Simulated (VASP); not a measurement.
A run of VASP 6.6.1 is set up as follows.

Contents of INCAR:

```
SYSTEM = Tl
ALGO = Normal
EDIFF = 1E-7
ENCUT = 520
ISIF = 2
ISMEAR = -1
LASPH = .True.
LCHARG = .True.
LELF = .True.
LREAL = .False.
LVHAR = .True.
LWAVE = .False.
NBANDS = 12
NELM = 80
PREC = Accurate
SIGMA = 0.1
```

File KPOINTS:

```
k-points
0
Gamma
  14 14 14
  0 0 0
```

POSCAR

```
Tl
1.0
   -1.5049466322      1.5049466322      1.5049466322
    1.5049466322     -1.5049466322      1.5049466322
    1.5049466322      1.5049466322     -1.5049466322
Tl
1
Direct
    0.0000000000      0.0000000000      0.0000000000
```

Potentials or basis: VASP PAW LDA potentials, release 64 (Tl_d).

The run is started by

```bash
$ cat potpaw_LDA.64/Tl_d/POTCAR > POTCAR
$ mpirun -np 1 vasp_std > vasp.out
```

(1) Predict the pressure.

Answers

(1) 200.4 GPa.
